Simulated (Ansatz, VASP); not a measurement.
SiC in VASP and in Ansatz

```
Si C
1.0
     0.00000    2.20722    2.20722
     2.20722    0.00000    2.20722
     2.20722    2.20722    0.00000
Si C
1 1
Direct
  0.00000 0.00000 0.00000
  0.25000 0.25000 0.25000
```

Alike in both runs: task single point; functional PBEsol; k mesh 6 × 6 × 6; occupations gaussian, width 0.05 eV; no spin polarisation.

```csv
,VASP,Ansatz
version,VASP 6.6.1,Ansatz 0.2.0
potentials or method,"VASP PAW PBE potentials, release 64 (Si, C), cutoff 600 eV","scalar-relativistic, plane waves, PAW"
valence electrons in the cell,8,8
```

```tsv
	VASP	Ansatz	Ansatz less VASP
gap on the k mesh at the Fermi level (eV)	1.26	1.27	+0.009
least direct gap on the mesh (eV)	4.40	4.41	+0.009
pressure (GPa)	-7.9	-8.1	-0.21
```

VASP's potentials were made for PBE, not for PBEsol.
